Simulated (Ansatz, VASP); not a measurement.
Ti3Sn: VASP beside Ansatz

```xyz
8
Lattice="5.7759 0.0000 0.0000 -2.8879 5.0021 0.0000 0.0000 0.0000 4.6529" Properties=species:S:1:pos:R:3 pbc="T T T"
Ti    0.0000    1.6400    3.4897
Ti    1.4676    4.1820    3.4897
Ti   -1.4676    4.1820    3.4897
Ti    2.8879    3.3620    1.1632
Ti    1.4203    0.8200    1.1632
Ti    4.3556    0.8200    1.1632
Sn    2.8879    1.6674    3.4897
Sn    0.0000    3.3347    1.1632
```

Alike in both runs: functional LDA; k mesh 6 × 6 × 8; occupations gaussian, width 0.1 eV; no spin polarisation.

Ansatz relaxed the structure, and its values are those at the end. VASP's run is a single point on that final structure, the one shown.

|  | VASP | Ansatz |
| --- | --- | --- |
| version | VASP 6.6.1 | Ansatz 0.2.0 |
| potentials or method | VASP PAW LDA potentials, release 64 (Ti_sv, Sn_d), cutoff 500 eV | scalar-relativistic, plane waves, PAW |
| valence electrons in the cell | 100 | 100 |

```csv
,VASP,Ansatz,Ansatz less VASP
gap on the k mesh at the Fermi level (eV),none,none,-
pressure (GPa),0.1,0.0,-0.10
rms of the force components (eV/Å),0.004,0.000,-0.0042
```

LDA's correlation is that of Perdew and Zunger in VASP and of Perdew and Wang (1992) in Ansatz. A gap of «none» marks a metal or a gap that the smearing closes.
